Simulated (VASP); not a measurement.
# AlN (P6_3mc) in VASP: a series of runs

The runs below take AlN through single point, with r2SCAN.

Everything below comes from runs of VASP 6.6.1. Logs are shortened: lines on timing, memory, paths and dates and some standing lists are left out, and cuts for length are marked.

**Measured values to compare with.**

From “Self-assembly of well-separated AlN nanowires directly on sputtered metallic TiN films”, 2019, arxiv:1910.07391, for a bulk crystal of AlN at 10 K: band gap 6.034 eV (an exciton energy, a little under the gap).

The results are compared with them further down.

## (1) The cell of the first run

Symmetry: P6_3mc, No. 186, hexagonal system. The conventional cell has a = 3.065 Å, b = 3.065 Å, c = 4.911 Å, α = 90.00°, β = 90.00°, γ = 120.00°. Al (site symmetry 3m) has 4 N at 1.86 to 1.88 Å within 2.5 Å. Within 2.5 Å of N (site symmetry 3m) lie 4 Al at 1.86 to 1.88 Å.

## (2) Single point, r2SCAN

POSCAR

```
AlN
1.0
    3.0645991737      0.0000000029      0.0000000000
   -1.5322995893      2.6540207354      0.0000000000
    0.0000000000      0.0000000000      4.9108619300
Al N
2 2
Direct
    0.3333333333      0.6666666667     -0.0009404542
    0.6666666667      0.3333333333      0.4990595458
    0.3333333333      0.6666666667      0.3809404542
    0.6666666667      0.3333333333      0.8809404542
```

INCAR.step1

```
SYSTEM = AlN
PREC = Accurate ; ENCUT = 660
ISMEAR = -1 ; SIGMA = 0.02
LREAL = .False. ; LASPH = .True.
NELM = 120 ; NBANDS = 16
GGA = PE ; ALGO = Normal
EDIFF = 1E-5 ; LWAVE = .True.
LCHARG = .False. ; GGA_COMPAT = .False.
```

INCAR.step2

```
SYSTEM = AlN
PREC = Accurate ; ENCUT = 660
EDIFF = 1E-6 ; ISMEAR = -1
SIGMA = 0.02 ; LREAL = .False.
LASPH = .True. ; NELM = 120
ALGO = Normal ; ISIF = 2
LWAVE = .False. ; LCHARG = .True.
METAGGA = R2SCAN ; LMIXTAU = .True.
LELF = .True. ; LVHAR = .True.
NBANDS = 16 ; ISTART = 1
GGA_COMPAT = .False.
```

KPOINTS

```
Automatic mesh
0
Gamma
  12 12 6
  0 0 0
```

Potentials or basis: VASP PAW PBE potentials, release 64 (Al, N).

On the command line:

```
$ cat potpaw_PBE.64/Al/POTCAR potpaw_PBE.64/N/POTCAR > POTCAR
$ cp INCAR.step1 INCAR
$ mpirun -np 1 vasp_std > vasp.out
$ cp INCAR.step2 INCAR
$ mpirun -np 1 vasp_std > vasp.out
```

OUTCAR:

```text
SYSTEM = AlN
   PREC = Accurate
   ENCUT = 660
   EDIFF = 1E-6
   ISMEAR = -1
   LREAL = .False.
   LASPH = .True.
   NELM = 120
   ISIF = 2
   METAGGA = R2SCAN
   ISTART = 1

 ion  position               nearest neighbor table
   1  0.333  0.667  0.999-   4 1.86   4 1.86   4 1.86   3 1.88   2 3.03   2 3.03   2 3.03   2 3.03
                             2 3.03   2 3.03
   2  0.667  0.333  0.499-   3 1.86   3 1.86   3 1.86   4 1.88   1 3.03   1 3.03   1 3.03   1 3.03
                             1 3.03   1 3.03
   3  0.333  0.667  0.381-   2 1.86   2 1.86   2 1.86   1 1.88
   4  0.667  0.333  0.881-   1 1.86   1 1.86   1 1.86   2 1.88

  LATTYP: Found a hexagonal cell.
 ALAT       =     3.0645991737
 C/A-ratio  =     1.6024483633

  Lattice vectors:

 A1 = (   3.0645991737,   0.0000000029,   0.0000000000)
 A2 = (  -1.5322995893,   2.6540207354,   0.0000000000)
 A3 = (   0.0000000000,   0.0000000000,   4.9108619300)

Analysis of symmetry for initial positions (statically):
=====================================================================
 Subroutine PRICEL returns:
 Original cell was already a primitive cell.

 Routine SETGRP: Setting up the symmetry group for a
 hexagonal supercell.

 Subroutine GETGRP returns: Found 12 space group operations
 (whereof  6 operations were pure point group operations)
 out of a pool of 24 trial point group operations.

The static configuration has the point symmetry C_3v.
 The point group associated with its full space group is C_6v.

Analysis of symmetry for dynamics (positions and initial velocities):
=====================================================================
 Subroutine PRICEL returns:
 Original cell was already a primitive cell.

 Routine SETGRP: Setting up the symmetry group for a
 hexagonal supercell.

 Subroutine GETGRP returns: Found 12 space group operations
 (whereof  6 operations were pure point group operations)
 out of a pool of 24 trial point group operations.

The dynamic configuration has the point symmetry C_3v.
 The point group associated with its full space group is C_6v.

 Subroutine INISYM returns: Found 12 space group operations
 (whereof  6 operations are pure point group operations),
 and found     1 'primitive' translations

----------------------------------------------------------------------------------------

                                     Primitive cell

  volume of cell :      39.9425

  direct lattice vectors                    reciprocal lattice vectors
     3.064599174  0.000000003  0.000000000     0.326306947  0.188393404  0.000000000
    -1.532299589  2.654020735  0.000000000    -0.000000000  0.376786807  0.000000000
     0.000000000  0.000000000  4.910861930     0.000000000  0.000000000  0.203630241

  length of vectors
     3.064599174  3.064599174  4.910861930     0.376786807  0.376786807  0.203630241

  position of ions in fractional coordinates (direct lattice)
     0.333333333  0.666666667  0.999059546
     0.666666667  0.333333333  0.499059546
     0.333333333  0.666666667  0.380940454
     0.666666667  0.333333333  0.880940454

  ion indices of the primitive-cell ions
   primitive index   ion index
                 1           1
                 2           2
                 3           3
                 4           4

----------------------------------------------------------------------------------------

 KPOINTS: Automatic mesh

Automatic generation of k-mesh.
 Grid dimensions read from file:
 generate k-points for:   12   12    6

 Generating k-lattice:

  Cartesian coordinates                     Fractional coordinates (reciprocal lattice)
     0.027192246  0.015699450  0.000000000     0.083333333  0.000000000  0.000000000
    -0.000000000  0.031398901  0.000000000     0.000000000  0.083333333  0.000000000
     0.000000000  0.000000000  0.033938374     0.000000000  0.000000000  0.166666667

  Length of vectors
     0.031398901  0.031398901  0.033938374

  Shift w.r.t. Gamma in fractional coordinates (k-lattice)
     0.000000000  0.000000000  0.000000000

[... 55 lines left out ...]
     16      20.2513      0.00000

 k-point     4 :       0.2500   -0.0000    0.0000
  band No.  band energies     occupation
      1      -9.1277      2.00000
      2      -7.2788      2.00000
      3       1.0207      2.00000
      4       2.7361      2.00000
      5       3.7879      2.00000
      6       4.6661      2.00000
[... 8 lines left out ...]
     15      19.9245      0.00000
     16      20.9573      0.00000

 k-point     5 :       0.3333    0.0000    0.0000
  band No.  band energies     occupation
      1      -8.6094      2.00000
      2      -7.1206      2.00000
      3       1.6409      2.00000
      4       1.7039      2.00000
      5       2.8797      2.00000
      6       4.3786      2.00000
[... 8 lines left out ...]
     15      19.9263      0.00000
     16      22.2555      0.00000

 k-point     6 :       0.4167   -0.0000    0.0000
  band No.  band energies     occupation
      1      -8.1057      2.00000
      2      -7.0819      2.00000
      3       0.9046      2.00000
      4       2.2285      2.00000
      5       2.4263      2.00000
      6       4.1873      2.00000
[... 8 lines left out ...]
     15      20.2325      0.00000
     16      23.2291      0.00000
[... 267 lines left out ...]
 k-point    21 :       0.0833    0.0000    0.1667
  band No.  band energies     occupation
      1      -9.7132      2.00000
      2      -7.8231      2.00000
      3       0.5427      2.00000
      4       5.0400      2.00000
      5       5.3348      2.00000
      6       5.3624      2.00000
[... 8 lines left out ...]
     15      20.4172      0.00000
     16      20.5210      0.00000

 k-point    22 :       0.1667   -0.0000    0.1667
  band No.  band energies     occupation
      1      -9.4446      2.00000
      2      -7.6605      2.00000
      3       0.8133      2.00000
      4       4.0300      2.00000
      5       4.5517      2.00000
      6       5.0571      2.00000
[... 8 lines left out ...]
     15      20.2486      0.00000
     16      20.5192      0.00000

 k-point    23 :       0.2500   -0.0000    0.1667
  band No.  band energies     occupation
      1      -9.0285      2.00000
      2      -7.4386      2.00000
      3       1.1771      2.00000
      4       2.9084      2.00000
      5       3.5962      2.00000
      6       4.7358      2.00000
[... 8 lines left out ...]
     15      20.1732      0.00000
     16      21.0433      0.00000

 k-point    24 :       0.3333    0.0000    0.1667
  band No.  band energies     occupation
      1      -8.5232      2.00000
      2      -7.2368      2.00000
      3       1.2102      2.00000
      4       2.2322      2.00000
      5       2.8508      2.00000
      6       4.4551      2.00000
[... 8 lines left out ...]
     15      20.2861      0.00000
     16      22.1577      0.00000

 [... further k-points ...]

------------------------ aborting loop because EDIFF is reached ----------------------------------------

  FORCE on cell =-STRESS in cart. coord.  units (eV):
  Direction    XX          YY          ZZ          XY          YZ          ZX
  --------------------------------------------------------------------------------------
  -------------------------------------------------------------------------------------
  Total        2.3226684      2.3226684      2.1036573      0.0000000      0.0000000      0.0000000
  in kB       93.1669940     93.1669940     84.3820080      0.0000000      0.0000000      0.0000000
  external PRESSURE =      90.2386654 kB  Pullay stress =       0.0000000 kB

 VOLUME and BASIS-vectors are now :
 -----------------------------------------------------------------------------
  energy-cutoff  :      660.00
  volume of cell :       39.94
      direct lattice vectors                 reciprocal lattice vectors
     3.064599174  0.000000003  0.000000000     0.326306947  0.188393404  0.000000000
    -1.532299589  2.654020735  0.000000000    -0.000000000  0.376786807  0.000000000
     0.000000000  0.000000000  4.910861930     0.000000000  0.000000000  0.203630241

 POSITION                                       TOTAL-FORCE (eV/Angst)
 -----------------------------------------------------------------------------------
     -0.00000      1.76935      4.90624        -0.000000     -0.000000      0.002873
      1.53230      0.88467      2.45081        -0.000000      0.000000      0.002873
     -0.00000      1.76935      1.87075        -0.000000     -0.000000     -0.002873
      1.53230      0.88467      4.32618         0.000000     -0.000000     -0.002873
 -----------------------------------------------------------------------------------
    total drift:                               -0.000000      0.000000      0.008916

  FREE ENERGIE OF THE ION-ELECTRON SYSTEM (eV)
  ---------------------------------------------------
  free  energy   TOTEN  =       -38.4090626780 eV

  energy  without entropy=      -38.4090626780  energy(sigma->0) =      -38.40906268
```

Run time: 96 s. Hardware: 1 thread of Intel Xeon 6975P-C (Granite Rapids), shared host; peak memory 0.21 GiB.

Results:

```yaml
Free_energy: -38.4091 eV
Pressure: 9.0 GPa
Band_gap_on_the_k_mesh: 5.30 eV, direct
```

Forces on the atoms (eV/Å):
```
Al   0.000  0.000  0.003
Al   0.000  0.000  0.003
N    0.000  0.000 -0.003
N    0.000  0.000 -0.003
```

Stress tensor (GPa, compression positive):
```
9.32 0.00 0.00
0.00 9.32 0.00
0.00 0.00 8.44
```

Caveat: the PAW data sets were made with another functional, which shifts forces and pressure a little. A k mesh can miss the band edges.

## (3) Single point, r2SCAN

This run uses another cell than the first one, of 10.40 Å³/atom, 1.042 times its volume.

POSCAR

```
AlN
1.0
    3.1065851996      0.0000000000      0.0000000000
   -1.5532925998      2.6903817019      0.0000000000
    0.0000000000      0.0000000000      4.9781423764
Al N
2 2
Direct
    0.3333333333      0.6666666667     -0.0008149209
    0.6666666667      0.3333333333      0.4991850791
    0.3333333333      0.6666666667      0.3808149209
    0.6666666667      0.3333333333      0.8808149209
```

INCAR.step1

```
SYSTEM = AlN
PREC = Accurate ; ENCUT = 660
ISMEAR = -1 ; SIGMA = 0.02
LREAL = .FALSE. ; LASPH = .TRUE.
NELM = 120 ; NBANDS = 16
GGA = PE ; ALGO = Normal
EDIFF = 1E-5 ; LWAVE = .TRUE.
LCHARG = .FALSE. ; GGA_COMPAT = .FALSE.
```

INCAR.step2

```
SYSTEM = AlN
PREC = Accurate ; ENCUT = 660
EDIFF = 1E-6 ; ISMEAR = -1
SIGMA = 0.02 ; LREAL = .FALSE.
LASPH = .TRUE. ; NELM = 120
ALGO = Normal ; ISIF = 2
LWAVE = .FALSE. ; LCHARG = .FALSE.
METAGGA = R2SCAN ; LMIXTAU = .TRUE.
NBANDS = 16 ; ISTART = 1
GGA_COMPAT = .FALSE.
```

KPOINTS

```
regular mesh
0
G
  12 12 6
  0 0 0
```

Potentials or basis: VASP PAW PBE potentials, release 64 (Al, N).

On the command line:

```
$ cat potpaw_PBE.64/Al/POTCAR potpaw_PBE.64/N/POTCAR > POTCAR
$ cp INCAR.step1 INCAR
$ mpirun -np 1 vasp_std > vasp.out
$ cp INCAR.step2 INCAR
$ mpirun -np 1 vasp_std > vasp.out
```

Wall time 1.9 min (1 thread of Intel Xeon 6975P-C (Granite Rapids), shared host); peak memory 0.22 GiB.

It converged, with:

| Quantity | Value |
| --- | --- |
| Free energy | -38.4544 eV |
| Pressure | -0.3 GPa |
| Band gap on the k mesh | 4.92 eV, direct |

Forces on the atoms (eV/Å):
```
Al   0.000  0.000  0.003
Al   0.000  0.000  0.003
N    0.000  0.000 -0.003
N    0.000  0.000 -0.003
```

Levels at points of the mesh, in eV from the valence-band top:
```tsv
k point	band 5	band 6	band 7	band 8	band 9	band 10	band 11	band 12
(0.00, 0.00, 0.00)	-0.89	-0.23	-0.23	0.00	4.92	7.54	11.62	12.04
(0.50, 0.00, 0.00)	-3.39	-2.14	-1.77	-0.71	6.45	6.56	9.05	11.26
(0.00, 0.00, 0.50)	-0.57	-0.57	-0.57	-0.57	7.26	7.26	11.32	11.32
(0.50, 0.00, 0.50)	-1.50	-1.50	-1.39	-1.39	6.00	6.00	10.15	10.15
```

Caveat: the PAW data sets were made with another functional, which shifts forces and pressure a little.

## (4) Single point, r2SCAN

This run uses another cell than the first one, of 10.82 Å³/atom, 1.083 times its volume.

POSCAR

```
AlN
1.0
    3.1474660087     -0.0000000029      0.0000000000
   -1.5737330019      2.7257855225      0.0000000000
    0.0000000000      0.0000000000      5.0436517600
Al N
2 2
Direct
    0.3333333333      0.6666666667     -0.0006832075
    0.6666666667      0.3333333333      0.4993167925
    0.3333333333      0.6666666667      0.3806832075
    0.6666666667      0.3333333333      0.8806832075
```

INCAR.step1

```
ALGO = Normal ; EDIFF = 1E-5
ENCUT = 660 ; GGA = PE
GGA_COMPAT = F ; ISMEAR = -1
LASPH = T ; LCHARG = F
LREAL = F ; LWAVE = T
NBANDS = 16 ; NELM = 120
PREC = Accurate ; SIGMA = 0.02
```

INCAR.step2

```
ALGO = Normal ; EDIFF = 1E-6
ENCUT = 660 ; GGA_COMPAT = F
ISIF = 2 ; ISMEAR = -1
ISTART = 1 ; LASPH = T
LCHARG = F ; LMIXTAU = T
LREAL = F ; LWAVE = F
METAGGA = R2SCAN ; NBANDS = 16
NELM = 120 ; PREC = Accurate
SIGMA = 0.02
```

KPOINTS

```
k-points
0
Gamma
  12 12 6
```

On the command line:

```
$ cat potpaw_PBE.64/Al/POTCAR potpaw_PBE.64/N/POTCAR > POTCAR
$ cp INCAR.step1 INCAR
$ mpirun -np 1 vasp_std > vasp.out
$ cp INCAR.step2 INCAR
$ mpirun -np 1 vasp_std > vasp.out
```

It took 1.8 min on 1 thread of Intel Xeon 6975P-C (Granite Rapids), shared host; peak memory 0.22 GiB.

The run converged. Its results:

```
Free energy            : -38.4110 eV
Pressure               : -8.0 GPa
Largest force          : 0.003 eV/Å
Band gap on the k mesh : 4.56 eV, direct
```

Forces on the atoms (eV/Å):
```
Al   0.000  0.000  0.003
Al   0.000  0.000  0.003
N    0.000  0.000 -0.003
N    0.000  0.000 -0.003
```

Stress tensor (GPa, compression positive):
```
-8.23  0.00  0.00
 0.00 -8.23  0.00
 0.00  0.00 -7.56
```

Levels at points of the mesh, in eV from the valence-band top:
```csv
k point,band 5,band 6,band 7,band 8,band 9,band 10,band 11,band 12
"(0.00, 0.00, 0.00)",-0.86,-0.21,-0.21,0.00,4.56,7.19,11.28,11.75
"(0.50, 0.00, 0.00)",-3.29,-2.08,-1.71,-0.69,6.36,6.42,8.70,10.96
"(0.00, 0.00, 0.50)",-0.54,-0.54,-0.54,-0.54,6.90,6.90,10.98,10.98
"(0.50, 0.00, 0.50)",-1.46,-1.46,-1.35,-1.35,5.86,5.86,9.90,9.90
```

Caveat: the PAW data sets were made with another functional, which shifts forces and pressure a little.

## (5) Single point, r2SCAN

This run uses another cell than the first one, of 11.03 Å³/atom, 1.104 times its volume.

POSCAR

```
AlN
1.0
    3.1675141015      0.0000000000      0.0000000000
   -1.5837570507      2.7431476787      0.0000000000
    0.0000000000      0.0000000000      5.0757778000
Al N
2 2
Direct
    0.3333333333      0.6666666667     -0.0006155405
    0.6666666667      0.3333333333      0.4993844595
    0.3333333333      0.6666666667      0.3806155405
    0.6666666667      0.3333333333      0.8806155405
```

INCAR.step1

```
PREC = Accurate
ENCUT = 660
ISMEAR = -1
SIGMA = 0.02
LREAL = False
LASPH = True
NELM = 120
NBANDS = 16
GGA = PE
ALGO = Normal
EDIFF = 1E-5
LWAVE = True
LCHARG = False
GGA_COMPAT = False
```

INCAR.step2

```
PREC = Accurate
ENCUT = 660
EDIFF = 1E-6
ISMEAR = -1
SIGMA = 0.02
LREAL = False
LASPH = True
NELM = 120
ALGO = Normal
ISIF = 2
LWAVE = False
LCHARG = False
METAGGA = R2SCAN
LMIXTAU = True
NBANDS = 16
ISTART = 1
GGA_COMPAT = False
```

KPOINTS

```
regular mesh
0
Gamma
  12 12 6
```

On the command line:

```
$ cat potpaw_PBE.64/Al/POTCAR potpaw_PBE.64/N/POTCAR > POTCAR
$ cp INCAR.step1 INCAR
$ mpirun -np 1 vasp_std > vasp.out
$ cp INCAR.step2 INCAR
$ mpirun -np 1 vasp_std > vasp.out
```

Wall time 2.1 min (1 thread of Intel Xeon 6975P-C (Granite Rapids), shared host); peak memory 0.23 GiB.

The run converged. Its results:

```yaml
Free_energy: -38.3609 eV
Pressure: -11.3 GPa
Band_gap_on_the_k_mesh: 4.39 eV, direct
```

Stress tensor (GPa, compression positive):
```
-11.64   0.00   0.00
  0.00 -11.64   0.00
  0.00   0.00 -10.69
```

Levels at points of the mesh, in eV from the valence-band top:
| k point | band 4 | band 5 | band 6 | band 7 | band 8 | band 9 | band 10 | band 11 | band 12 | band 13 |
| --- | --- | --- | --- | --- | --- | --- | --- | --- | --- | --- |
| (0.00, 0.00, 0.00) | -0.85 | -0.85 | -0.20 | -0.20 | 0.00 | 4.39 | 7.02 | 11.12 | 11.61 | 11.61 |
| (0.50, 0.00, 0.00) | -4.08 | -3.25 | -2.05 | -1.69 | -0.68 | 6.31 | 6.35 | 8.53 | 10.82 | 11.38 |
| (0.00, 0.00, 0.50) | -3.27 | -0.53 | -0.53 | -0.53 | -0.53 | 6.73 | 6.73 | 10.82 | 10.82 | 11.92 |
| (0.50, 0.00, 0.50) | -5.44 | -1.44 | -1.44 | -1.34 | -1.34 | 5.79 | 5.79 | 9.78 | 9.78 | 12.25 |

Caveat: the PAW data sets were made with another functional, which shifts forces and pressure a little. r2SCAN opens gaps a little over a GGA but as a rule still falls short of measured ones.

## (6) Summary

```tsv
cell	gap on the mesh (eV)	pressure (GPa)
a = 3.065, b = 3.065, c = 4.911 Å, angles 90.0, 90.0, 120.0°, 4 atoms	5.30	9.0
a = 3.107, b = 3.107, c = 4.978 Å, angles 90.0, 90.0, 120.0°, 4 atoms	4.92	-0.3
a = 3.147, b = 3.147, c = 5.044 Å, angles 90.0, 90.0, 120.0°, 4 atoms	4.56	-8.0
a = 3.168, b = 3.168, c = 5.076 Å, angles 90.0, 90.0, 120.0°, 4 atoms	4.39	-11.3
```

Alike in all rows: task single point; level r2SCAN; potentials or basis VASP PAW PBE potentials, release 64 (Al, N); no spin polarisation; k mesh 12 × 12 × 6; cutoff (eV) 660; smearing fermi-dirac 0.02 eV.

Caveats: the PAW data sets were made with another functional, which shifts forces and pressure a little.

Total energies depend on the potentials used, so only differences within one code and one set of settings carry meaning.

## (7) Comparison with measurements

Step 3. Against the measured gap of AlN, 6.034 eV (an exciton energy, a little under the gap; 10 K; quoted in “Self-assembly of well-separated AlN nanowires directly on sputtered metallic TiN films”, 2019, arxiv:1910.07391), the calculated 4.92 eV is off by -1.11 eV. 2 values of this kind are on record (6.034 to 6.0343 eV); this one was drawn at random. The value is that of r2SCAN on a finite k mesh, which can miss the band edges, without temperature or zero-point motion.
